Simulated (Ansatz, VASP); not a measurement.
# One calculation of LiCl, two programs

POSCAR

```
LiCl
1.0
    0.0192357000      2.5647600000      2.5647600000
    2.5839957000      0.0000000000      2.5839957000
    2.5647600000      2.5647600000      0.0192357000
Li Cl
1 1
Direct
    0.0000000000      0.0000000000      0.0000000000
    0.5000000000      0.5000000000      0.5000000000
```

File INCAR.step1:

```
SYSTEM = LiCl
ALGO = Normal ; EDIFF = 1E-4
ENCUT = 520 ; GGA = PE
ISMEAR = 0 ; LASPH = .True.
LCHARG = .False. ; LREAL = .False.
LWAVE = .True. ; NBANDS = 12
NELM = 100 ; PREC = Accurate
SIGMA = 0.05
```

The input INCAR.step2:

```
SYSTEM = LiCl
ALGO = Normal ; EDIFF = 1E-7
ENCUT = 520 ; ISIF = 2
ISMEAR = 0 ; ISTART = 1
LASPH = .True. ; LCHARG = .True.
LELF = .True. ; LMIXTAU = .True.
LREAL = .False. ; LVHAR = .True.
LWAVE = .False. ; METAGGA = R2SCAN
NBANDS = 12 ; NELM = 100
PREC = Accurate ; SIGMA = 0.05
```

KPOINTS

```
k-points
0
Gamma
  8 8 8
  0 0 0
```

Input for Ansatz:

```yaml
crystal:
  lattice:
    - [0.0192357, 2.56476, 2.56476]
    - [2.5839957, 0.0, 2.5839957]
    - [2.56476, 2.56476, 0.0192357]
  atoms:
    - { symbol: Li, position: [0.0, 0.0, 0.0] }
    - { symbol: Cl, position: [0.5, 0.5, 0.5] }
basis:
  ecutwfc: 500
kpoints:
  mp_grid: { grid: [8, 8, 8] }
hamiltonian:
  xc: r2scan
scf:
  occupations: { method: gaussian, width: 0.05 }
output:
  forces: true
  stress: true
  eigenvalues: true
```

Change from the starting cell: strain +0.0150 x Voigt [0, 0, 0, 0, 1, 0], atoms carried along.

Alike in both runs: task single point; functional r2SCAN; k mesh 8 × 8 × 8; occupations gaussian, width 0.05 eV; no spin polarisation.

|  | VASP | Ansatz |
| --- | --- | --- |
| version | VASP 6.6.1 | Ansatz 0.2.0 |
| potentials or method | VASP PAW PBE potentials, release 64 (Li_sv, Cl), cutoff 520 eV | scalar-relativistic, plane waves, PAW |
| valence electrons in the cell | 10 | 10 |

Ansatz gave:

* gap on the k mesh at the Fermi level (eV): 7.18
* least direct gap on the mesh (eV): 7.18

Problem. What did VASP give for the same quantities?

Solution. gap on the k mesh at the Fermi level (eV): 7.25; least direct gap on the mesh (eV): 7.25.

VASP's potentials were made for PBE, not for r2SCAN. With one functional, cell and mesh, what is left measures potentials, basis and numerics.

Noted on VASP's run: the cutoff is short for stress, so the pressure is rough.
